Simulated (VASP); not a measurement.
# AlAs in VASP: single point with PBE+D3(BJ)

Aim: the single point of AlAs with PBE+D3(BJ).

Everything below comes from runs of VASP 6.6.1. Logs are shortened: lines on timing, memory, paths and dates and some standing lists are left out, and cuts for length are marked.

### 1 The cell of the first run

The cell holds a slab with vacuum, 32 atoms: a = 8.010 Å, b = 11.328 Å, c = 27.394 Å, α = 90.00°, β = 90.00°, γ = 90.00°.

### 2 Single point, PBE+D3(BJ)

The input, INCAR:

```
SYSTEM = AlAs
  PREC = Accurate
  ENCUT = 400
  EDIFF = 1E-6
  ISMEAR = 0
  SIGMA = 0.05
  LREAL = Auto
  LASPH = .TRUE.
  NELM = 120
  ALGO = Normal
  ISIF = 2
  LWAVE = .FALSE.
  LCHARG = .FALSE.
  LDIPOL = .TRUE.
  IDIPOL = 3
  DIPOL = 0.5 0.5 0.401
  GGA = PE
  IVDW = 12
  NBANDS = 86
  GGA_COMPAT = .FALSE.
  NELMDL = -8
```

The input, KPOINTS:

```
regular mesh
0
G
  2 2 1
  0 0 0
```

The input, POSCAR:

```
AlAs
1.0
    8.0103882425      0.0000000000      0.0000000000
    0.0000000000     11.3283996925      0.0000000000
    0.0000000000      0.0000000000     27.3944911819
Al As
16 16
Direct
    0.2500000000      0.7500000000      0.2920295160
    0.2500000000      0.2500000000      0.2920295160
    0.7500000000      0.7500000000      0.2920295160
    0.7500000000      0.2500000000      0.2920295160
    0.5000000000      0.5000000000      0.3651316972
    0.5000000000      0.0000000000      0.3651316972
    0.0000000000      0.5000000000      0.3651316972
    0.0000000000      0.0000000000      0.3651316972
    0.7476302145      0.2492939597      0.4400859262
    0.7507073159      0.7505091142      0.4415791803
    0.2511857504      0.2502643406      0.4411376676
    0.2509898878      0.7551423718      0.4433221668
    0.0041530269     -0.0361383050      0.4957426921
   -0.0019364513      0.4614273717      0.4950323763
    0.5058905027     -0.0121851253      0.5051358235
    0.4928840565      0.4639723640      0.4941440495
    0.5000000000      0.1250000000      0.2920295160
    0.5000000000      0.6250000000      0.2920295160
    0.0000000000      0.1250000000      0.2920295160
    0.0000000000      0.6250000000      0.2920295160
    0.7500000000      0.8750000000      0.3651316972
    0.7500000000      0.3750000000      0.3651316972
    0.2500000000      0.8750000000      0.3651316972
    0.2500000000      0.3750000000      0.3651316972
    0.0014304914      0.6263848987      0.4393465152
    0.0000294848      0.1270449995      0.4389192819
    0.4986784251      0.6279425285      0.4385850672
    0.4995575338      0.1254564977      0.4371826740
    0.2469212827      0.3565214899      0.5201839685
    0.2570541115      0.8653702863      0.5207419783
    0.7430245836      0.3581815743      0.5186550730
    0.7511503853      0.8609488040      0.5177801865
```

Potentials or basis: VASP PAW PBE potentials, release 64 (Al, As).

Launch:

```console
cat potpaw_PBE.64/Al/POTCAR potpaw_PBE.64/As/POTCAR > POTCAR
mpirun -np 1 vasp_std > vasp.out
```

OUTCAR:

```text
SYSTEM = AlAs
   PREC = Accurate
   ENCUT = 400
   EDIFF = 1E-6
   ISMEAR = 0
   LREAL = Auto
   LASPH = .TRUE.
   NELM = 120
   ISIF = 2
   GGA = PE
   IVDW = 12
   NELMDL = -8
 IVDW          = 12

 ion  position               nearest neighbor table
   1  0.250  0.750  0.292-  23 2.45  20 2.45  18 2.45
   2  0.250  0.250  0.292-  24 2.45  19 2.45  17 2.45
   3  0.750  0.750  0.292-  21 2.45  20 2.45  18 2.45
   4  0.750  0.250  0.292-  22 2.45  19 2.45  17 2.45
   5  0.500  0.500  0.365-  18 2.45  22 2.45  24 2.45  27 2.48
   6  0.500  0.000  0.365-  28 2.43  17 2.45  23 2.45  21 2.45
   7  0.000  0.500  0.365-  20 2.45  22 2.45  24 2.45  25 2.49
   8  0.000  0.000  0.365-  19 2.45  21 2.45  23 2.45  26 2.48
   9  0.748  0.249  0.440-  28 2.43  26 2.45  31 2.48  22 2.50
  10  0.751  0.751  0.442-  32 2.43  27 2.45  25 2.45  21 2.52
  11  0.251  0.250  0.441-  28 2.44  26 2.45  29 2.48  24 2.52
  12  0.251  0.755  0.443-  27 2.46  30 2.46  25 2.48  23 2.54
  13  0.004  0.964  0.496-  30 2.41  32 2.41  26 2.42
  14  0.998  0.461  0.495-  25 2.41  29 2.42  31 2.44
  15  0.506  0.988  0.505-  28 2.43  32 2.46  30 2.47
  16  0.493  0.464  0.494-  27 2.40  29 2.42  31 2.43
  17  0.500  0.125  0.292-   6 2.45   4 2.45   2 2.45
  18  0.500  0.625  0.292-   5 2.45   3 2.45   1 2.45
  19  0.000  0.125  0.292-   8 2.45   4 2.45   2 2.45
  20  0.000  0.625  0.292-   7 2.45   3 2.45   1 2.45
  21  0.750  0.875  0.365-   3 2.45   6 2.45   8 2.45  10 2.52
  22  0.750  0.375  0.365-   4 2.45   5 2.45   7 2.45   9 2.50
  23  0.250  0.875  0.365-   1 2.45   6 2.45   8 2.45  12 2.54
  24  0.250  0.375  0.365-   2 2.45   5 2.45   7 2.45  11 2.52
  25  0.001  0.626  0.439-  14 2.41  10 2.45  12 2.48   7 2.49
  26  0.000  0.127  0.439-  13 2.42  11 2.45   9 2.45   8 2.48
  27  0.499  0.628  0.439-  16 2.40  10 2.45  12 2.46   5 2.48
  28  0.500  0.125  0.437-  15 2.43   6 2.43   9 2.43  11 2.44
  29  0.247  0.357  0.520-  14 2.42  16 2.42  11 2.48
  30  0.257  0.865  0.521-  13 2.41  12 2.46  15 2.47
  31  0.743  0.358  0.519-  16 2.43  14 2.44   9 2.48
  32  0.751  0.861  0.518-  13 2.41  10 2.43  15 2.46

  LATTYP: Found a simple orthorhombic cell.
 ALAT       =     8.0103882425
 B/A-ratio  =     1.4142135624
 C/A-ratio  =     3.4198705921

  Lattice vectors:

 A1 = (   8.0103882425,   0.0000000000,   0.0000000000)
 A2 = (   0.0000000000,  11.3283996925,   0.0000000000)
 A3 = (   0.0000000000,   0.0000000000,  27.3944911819)

Analysis of symmetry for initial positions (statically):
=====================================================================
 Subroutine PRICEL returns:
 Original cell was already a primitive cell.

 Routine SETGRP: Setting up the symmetry group for a
 simple orthorhombic supercell.

 Subroutine GETGRP returns: Found  1 space group operations
 (whereof  1 operations were pure point group operations)
 out of a pool of  8 trial point group operations.

The static configuration has the point symmetry C_1 .

Analysis of symmetry for dynamics (positions and initial velocities):
=====================================================================
 Subroutine PRICEL returns:
 Original cell was already a primitive cell.

 Routine SETGRP: Setting up the symmetry group for a
 simple orthorhombic supercell.

 Subroutine GETGRP returns: Found  1 space group operations
 (whereof  1 operations were pure point group operations)
 out of a pool of  8 trial point group operations.

The dynamic configuration has the point symmetry C_1 .

 Subroutine INISYM returns: Found  1 space group operations
 (whereof  1 operations are pure point group operations),
 and found     1 'primitive' translations

----------------------------------------------------------------------------------------

                                     Primitive cell

  volume of cell :    2485.9098

  direct lattice vectors                    reciprocal lattice vectors
     8.010388242  0.000000000  0.000000000     0.124837894  0.000000000  0.000000000
     0.000000000 11.328399692  0.000000000     0.000000000  0.088273722  0.000000000
     0.000000000  0.000000000 27.394491182     0.000000000  0.000000000  0.036503689

  length of vectors
     8.010388242 11.328399692 27.394491182     0.124837894  0.088273722  0.036503689

  position of ions in fractional coordinates (direct lattice)
     0.250000000  0.750000000  0.292029516
     0.250000000  0.250000000  0.292029516
     0.750000000  0.750000000  0.292029516
     0.750000000  0.250000000  0.292029516
     0.500000000  0.500000000  0.365131697
     0.500000000  0.000000000  0.365131697
[... 24 lines left out ...]
     0.743024584  0.358181574  0.518655073
     0.751150385  0.860948804  0.517780186

  ion indices of the primitive-cell ions
   primitive index   ion index
                 1           1
                 2           2
                 3           3
                 4           4
                 5           5
                 6           6
[... 24 lines left out ...]
                31          31
                32          32

----------------------------------------------------------------------------------------

 KPOINTS: regular mesh

Automatic generation of k-mesh.
 Grid dimensions read from file:
 generate k-points for:    2    2    1

 Generating k-lattice:

  Cartesian coordinates                     Fractional coordinates (reciprocal lattice)
     0.062418947  0.000000000  0.000000000     0.500000000  0.000000000  0.000000000
     0.000000000  0.044136861  0.000000000     0.000000000  0.500000000  0.000000000
     0.000000000  0.000000000  0.036503689     0.000000000  0.000000000  1.000000000

  Length of vectors
     0.062418947  0.044136861  0.036503689

  Shift w.r.t. Gamma in fractional coordinates (k-lattice)
     0.000000000  0.000000000  0.000000000

 Subroutine IBZKPT returns following result:
 ===========================================

 Found      4 irreducible k-points:

 Following reciprocal coordinates:
            Coordinates               Weight
  0.000000  0.000000  0.000000      1.000000
  0.500000  0.000000  0.000000      1.000000
  0.000000  0.500000  0.000000      1.000000
  0.500000  0.500000  0.000000      1.000000
   k-points           NKPTS =      4   k-points in BZ     NKDIM =      4   number of bands    NBANDS=     86
   number of dos      NEDOS =    301   number of ions     NIONS =     32
   total plane-waves  NPLWV = 777600
   dimension x,y,z NGX =    54 NGY =   80 NGZ =  180
   dimension x,y,z NGXF=   108 NGYF=  160 NGZF=  360
   ions per type =              16  16
   NGX,Y,Z   is equivalent  to a cutoff of  11.21, 11.74, 10.92 a.u.
   NGXF,Y,Z  is equivalent  to a cutoff of  22.41, 23.48, 21.85 a.u.
 SYSTEM =  AlAs
   PREC   = accura    normal or accurate (medium, high low for compatibility)
   ISTART =      0    job   : 0-new  1-cont  2-samecut
   ICHARG =      2    charge: 1-file 2-atom 10-const
   ISPIN  =      1    spin polarized calculation?
   LNONCOLLINEAR =      F non collinear calculations
   LSORBIT =      F    spin-orbit coupling
   LASPH  =      T    aspherical Exc in radial PAW
   ENCUT  =  400.0 eV  29.40 Ry    5.42 a.u.  13.06 18.47 44.67*2*pi/ulx,y,z
   NELM   =    120;   NELMIN=  2; NELMDL= -8     # of ELM steps
   EDIFF  = 0.1E-05   stopping-criterion for ELM
   LREAL  =      T    real-space projection
   EDIFFG = 0.1E-04   stopping-criterion for IOM
   NSW    =      0    number of steps for IOM
   IBRION =     -1    ionic relax: 0-MD 1-quasi-New 2-CG
   NFREE  =      0    steps in history (QN), initial steepest desc. (CG)
   ISIF   =      2    stress and relaxation
   ISYM   =      2    0-nonsym 1-usesym 2-fastsym
   POTIM  = 0.5000    time-step for ionic-motion
   TEBEG  =    0.0;   TEEND  =   0.0 temperature during run
   PSTRESS=    0.0 pullay stress
   NELECT =     128.0000    total number of electrons
   NUPDOWN=      -1.0000    fix difference up-down
   EMIN   =  10.00;   EMAX   =-10.00  energy-range for DOS
   EFERMI =   0.00;   METHOD = LEGACY
   ISMEAR =     0;   SIGMA  =   0.05  broadening in eV -4-tet -1-fermi 0-gaus
   EFERMI_NEDOS =   21; number of points for ismear=-14 and -15
   IALGO  =     38    algorithm
   IMIX   =      4    mixing-type and parameters
     AMIX     =   0.40;   BMIX     =  1.00
     AMIX_MAG =   1.60;   BMIX_MAG =  1.00
  volume/ion in A,a.u.               =      77.68       524.24
  Fermi-wavevector in a.u.,A,eV,Ry     =   0.609045  1.150929  5.046895  0.370936
  Thomas-Fermi vector in A             =   1.664097
   LORBIT       =      0    0 simple, 1 ext, 2 COOP (PROOUT), +10 PAW based schemes
   GGA     = PE    functional components
   LHFCALC =     F    Hartree Fock is set to
   AEXX    =    0.0000 exact exchange contribution
   IVDW    =    12    specifies the selected vdW correction
   LEPSILON=     F    determine dielectric tensor
   LRPA    =     F    only Hartree local field effects (RPA)
 non-spin polarized calculation
 Gauss-broadening in eV      SIGMA  =   0.05
  energy-cutoff  :      400.00
  volume of cell :     2485.91
 maximum number of plane-waves:     45204
 NGX is ok and might be reduce to    54
   NGX = 27   NGY = 37   NGZ = 89

 number of electron     127.9999990 magnetization

 dipolmoment           0.000000      0.000000      0.130638 electrons x Angstroem

 Free energy of the ion-electron system (eV)
  ---------------------------------------------------
  ext. energy  EPLUGINS =         0.00000000
  ---------------------------------------------------
  free energy    TOTEN  =      -138.66127731 eV

  energy without entropy =     -138.66127731  energy(sigma->0) =     -138.66127731

 E-fermi :  -2.0700     XC(G=0):  -3.2223

 val. band max:       -2.3005251485   @ k =   0.5000   0.0000   0.0000
 cond. band min:      -1.3950416387   @ k =   0.0000   0.0000   0.0000
 fundamental gap:      0.9054835098
 Fermi energy:        -2.0700174296

 k-point     1 :       0.0000    0.0000    0.0000
  band No.  band energies     occupation
      1     -13.9368      2.00000
      2     -13.2823      2.00000
      3     -13.2469      2.00000
      4     -13.0628      2.00000
      5     -12.7544      2.00000
      6     -12.6861      2.00000
[... 305 lines left out ...]
     75       0.6644      0.00000
     76       0.7018      0.00000
 [bands above 76 left out]

------------------------ aborting loop because EDIFF is reached ----------------------------------------

 vacuum level on the upper side and lower side of the slab       (xc-potential included)         0.005        -0.254

 Edisp (eV)   -7.20259

 E8    (eV) :    -3.2683

  FORCE on cell =-STRESS in cart. coord.  units (eV):
  Direction    XX          YY          ZZ          XY          YZ          ZX
  --------------------------------------------------------------------------------------
  -------------------------------------------------------------------------------------
  Total      -4.19284    -8.34110    -0.35743    -0.17628     5.26771     0.11994
  in kB      -2.70230    -5.37587    -0.23036    -0.11361     3.39506     0.07730
  external pressure =       -2.77 kB  Pullay stress =        0.00 kB

 VOLUME and BASIS-vectors are now :
 -----------------------------------------------------------------------------
  energy-cutoff  :      400.00
  volume of cell :     2485.91
      direct lattice vectors                 reciprocal lattice vectors
     8.010388242  0.000000000  0.000000000     0.124837894  0.000000000  0.000000000
     0.000000000 11.328399692  0.000000000     0.000000000  0.088273722  0.000000000
     0.000000000  0.000000000 27.394491182     0.000000000  0.000000000  0.036503689

 POSITION                                       TOTAL-FORCE (eV/Angst)
 -----------------------------------------------------------------------------------
      2.00260      8.49630      8.00000        -0.002478     -1.063903      1.356050
      2.00260      2.83210      8.00000        -0.033395     -1.036818      1.326841
      6.00779      8.49630      8.00000         0.000545     -1.043109      1.340241
      6.00779      2.83210      8.00000         0.036358     -1.027547      1.304086
      4.00519      5.66420     10.00260        -0.031577      0.448273      0.105759
      4.00519      0.00000     10.00260        -0.018927      0.099023     -0.066832
[... 24 lines left out ...]
      5.95192      4.05762     14.20829         0.115875     -0.016603     -0.074267
      6.01701      9.75317     14.18432        -0.056576      0.189356      0.466218
 -----------------------------------------------------------------------------------
    total drift:                               -0.006307      0.017631     -0.021277

  FREE ENERGIE OF THE ION-ELECTRON SYSTEM (eV)
  ---------------------------------------------------
  free  energy   TOTEN  =      -145.8638696821 eV

  energy  without entropy=     -145.8638696821  energy(sigma->0) =     -145.86386968

 vacuum level on the upper side and lower side of the slab         2.630         2.368
```

It took 22 min on 1 thread of Intel Xeon Platinum 8488C (Sapphire Rapids), shared host; peak memory 1.6 GiB.

Results:

```
Free energy                : -145.8639 eV
Largest force              : 1.724 eV/Å
Band gap on the k mesh     : 0.91 eV (least direct gap 1.02 eV)
Dispersion energy per atom : -0.225 eV
```

Forces on the atoms (eV/Å):
```
Al  -0.002 -1.064  1.356
Al  -0.033 -1.037  1.327
Al   0.001 -1.043  1.340
Al   0.036 -1.028  1.304
Al  -0.032  0.448  0.106
Al  -0.019  0.099 -0.067
Al   0.033  0.451  0.085
Al   0.016  0.388  0.159
Al   0.081  0.156  0.216
Al  -0.107  0.030 -0.177
Al  -0.086  0.099  0.062
Al   0.060 -0.029 -0.169
Al  -0.031  0.079 -0.054
Al  -0.169 -0.069  0.019
Al  -0.049 -0.691 -0.743
Al   0.106 -0.068  0.053
As   0.003  0.325 -1.199
As   0.004  0.306 -1.270
As  -0.003  0.336 -1.269
As  -0.004  0.296 -1.247
As   0.007  0.313 -0.215
As   0.013  0.393 -0.264
As  -0.017  0.322 -0.132
As  -0.001  0.342 -0.188
As   0.069  0.183  0.065
As   0.012 -0.025 -0.043
As  -0.036  0.061 -0.015
As  -0.013  0.207  0.364
As   0.044 -0.027 -0.049
As   0.058  0.075  0.253
As   0.116 -0.017 -0.074
As  -0.057  0.189  0.466
```
